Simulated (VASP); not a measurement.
# Hf (P6/mmm) in VASP: further runs, part 2 of 2

VASP 6.6.1. Earlier steps stand in the parts before.

### 4 Relaxation of cell and atoms, PBE, target pressure 430 GPa, at which the enthalpy is minimised

This run uses another cell than the first one, of 9.48 Å³/atom, 0.976 times its volume.

Contents of INCAR:

```
PREC = Accurate ; ENCUT = 600
EDIFF = 1E-6 ; ISMEAR = -1
SIGMA = 0.08 ; LREAL = False
LASPH = True ; NELM = 80
ALGO = Normal ; ISIF = 3
LWAVE = False ; LCHARG = False
GGA = PE ; IBRION = 2
NSW = 60 ; EDIFFG = -0.005
PSTRESS = 4300.0
```

Contents of KPOINTS:

```
regular mesh
0
Gamma
  19 19 18
```

Contents of POSCAR:

```
Hf
1.0
    2.2665098290      0.0000000000      0.0000000000
   -1.1332549145      1.9628550898      0.0000000000
    0.0000000000      0.0000000000      2.1305192393
Hf
1
Direct
    0.0000000000      0.0000000000      0.0000000000
```

The run is started by

```sh
$ cat potpaw_PBE.64/Hf_pv/POTCAR > POTCAR
$ mpirun -np 1 vasp_std > vasp.out
```

Wall time 2.9 min (1 thread of Intel Xeon Platinum 8259CL at 2.50GHz (Skylake/Cascade Lake), shared host); peak memory 0.18 GiB.

Results (log left out):

```yaml
Free_energy: -0.9156 eV
Relaxed_volume: 9.63 Å³/atom
Relaxed_cell: a = 2.263 Å, b = 2.263 Å, c = 2.172 Å, α = 90.00°, β = 90.00°, γ = 120.00°
Space_group_after_relaxing_to_0.05_Å: P6/mmm (No. 191)
Energy_change_on_relaxing_the_enthalpy_is_what_falls: -448.7 meV/atom
Ionic_steps: 13
Pressure_after_relaxing: 430.0 GPa
Band_gap_on_the_k_mesh: zero (band 5 reaches 15.78 eV, above the bottom of band 6 at 10.83 eV)
```

Step by step:
```csv
step,energy change (eV),largest force (eV/Å),pressure (GPa),volume (Å³)
1,0.0000,0.0000,453.35,9.48
2,-3.5750,0.0000,256.28,11.42
3,-0.6920,0.0000,416.51,9.73
4,-0.5625,0.0000,423.45,9.68
5,-0.5518,0.0000,424.02,9.67
6,0.4275,0.0000,478.86,9.34
7,-0.4397,0.0000,430.49,9.63
8,-0.4420,0.0000,430.41,9.63
9,-0.4929,0.0000,427.61,9.65
10,-0.4499,0.0000,429.92,9.63
11,-0.4497,0.0000,429.93,9.63
12,-0.4442,0.0000,430.26,9.63
13,-0.4487,0.0000,430.00,9.63
```

Final structure:
```
Hf
1.0
     2.26319    0.00000    0.00000
    -1.13160    1.95998    0.00000
     0.00000    0.00000    2.17171
Hf
1
Direct
  0.00000 0.00000 0.00000
```

Levels at points of the mesh, in eV from the Fermi level:
| k point | band 1 | band 2 | band 3 | band 4 | band 5 | band 6 | band 7 | band 8 | band 9 |
| --- | --- | --- | --- | --- | --- | --- | --- | --- | --- |
| (0.00, 0.00, 0.00) | -27.41 | -26.75 | -26.75 | -7.39 | -5.92 | 1.08 | 1.08 | 14.76 | 15.47 |
| (0.00, 0.00, 0.50) | -35.88 | -25.81 | -25.81 | -2.40 | 3.43 | 3.43 | 4.31 | 6.31 | 6.31 |

Caveat: the cell is relaxed towards a set pressure, so the enthalpy falls and the energy may rise; spin-orbit coupling is left out, which moves the levels of the heavy elements.

### 5 Relaxation of cell and atoms, PBE, target pressure 430 GPa, at which the enthalpy is minimised

Contents of INCAR:

```
PREC = Accurate
ENCUT = 600
EDIFF = 1E-7
ISMEAR = -1
SIGMA = 0.08
LREAL = False
LASPH = True
NELM = 100
ALGO = Normal
ISIF = 3
LWAVE = False
LCHARG = False
GGA = PE
IBRION = 2
NSW = 32
EDIFFG = -0.005
PSTRESS = 4300.0
```

KPOINTS is that of step 4.

Contents of POSCAR:

```
Hf
1.0
    2.2685611146      0.0000000000      0.0000000000
   -1.1342805573      1.9646315552      0.0000000000
    0.0000000000      0.0000000000      2.1796774441
Hf
1
Direct
    0.0000000000      0.0000000000      0.0000000000
```

The run is started by

```sh
$ cat potpaw_PBE.64/Hf_pv/POTCAR > POTCAR
$ mpirun -np 1 vasp_std > vasp.out
```

It took 2.1 min on 1 thread of Intel Xeon Platinum 8259CL at 2.50GHz (Skylake/Cascade Lake), shared host; peak memory 0.18 GiB.

It converged, with:

| Item | Value |
| --- | --- |
| Free energy | -0.9155 eV |
| Relaxed volume | 9.63 Å³/atom |
| Relaxed cell | a = 2.263 Å, b = 2.263 Å, c = 2.172 Å, α = 90.00°, β = 90.00°, γ = 120.00° |
| Space group after relaxing (to 0.05 Å) | P6/mmm (No. 191) |
| Energy change on relaxing (the enthalpy is what falls) | +215.2 meV/atom |
| Ionic steps | 9 |
| Pressure after relaxing | 430.0 GPa |
| Band gap on the k mesh | zero (band 5 reaches 15.79 eV, above the bottom of band 6 at 10.83 eV) |

Step by step:
```
step  energy change (eV)  largest force (eV/Å)  pressure (GPa)  volume (Å³)
   1              0.0000                0.0000          418.16         9.71
   2              3.0371                0.0000          592.34         8.74
   3              0.2047                0.0000          429.46         9.64
   4              0.2151                0.0000          430.03         9.63
   5              0.2194                0.0000          430.27         9.63
   6              0.2166                0.0000          429.91         9.63
   7              0.2188                0.0000          430.22         9.63
   8              0.1857                0.0000          428.38         9.64
   9              0.2152                0.0000          430.01         9.63
```

Final structure:
```
Hf
1.0
     2.26318    0.00000    0.00000
    -1.13159    1.95997    0.00000
     0.00000    0.00000    2.17171
Hf
1
Cartesian
  0.0000 0.0000 0.0000
```

Levels at points of the mesh, in eV from the Fermi level:
```
           k point  band 3  band 4  band 5  band 6  band 7  band 8
(0.00, 0.00, 0.00)  -26.75   -7.39   -5.92    1.08    1.08   14.76
(0.00, 0.00, 0.50)  -25.81   -2.40    3.43    3.43    4.31    6.31
```

Caveat: the cell is relaxed towards a set pressure, so the enthalpy falls and the energy may rise; spin-orbit coupling is left out, which moves the levels of the heavy elements.

### 6 Overview

```tsv
task	cell	cutoff (eV)	gap on the mesh (eV)	pressure (GPa)
single point	a = 2.269, b = 2.269, c = 2.180 Å, angles 90.0, 90.0, 120.0°, 1 atom	520	none	418.2
single point	a = 2.269, b = 2.269, c = 2.181 Å, angles 90.0, 90.0, 120.0°, 1 atom	520	none	417.0
relaxation of cell and atoms	relaxed to 430 GPa from a = 2.267, b = 2.267, c = 2.131 Å, angles 90.0, 90.0, 120.0°, 1 atom	600	none	430.0
relaxation of cell and atoms	relaxed to 430 GPa from a = 2.269, b = 2.269, c = 2.180 Å, angles 90.0, 90.0, 120.0°, 1 atom	600	none	430.0
```

Alike in all rows: level PBE; potentials or basis VASP PAW PBE potentials, release 64 (Hf_pv); no spin polarisation; k mesh 19 × 19 × 18; smearing fermi-dirac 0.08 eV.

Caveats: spin-orbit coupling is left out, which moves the levels of the heavy elements; the cell is relaxed towards a set pressure, so the enthalpy falls and the energy may rise (some runs).

Total energies depend on the potentials used, so only differences within one code and one set of settings carry meaning.
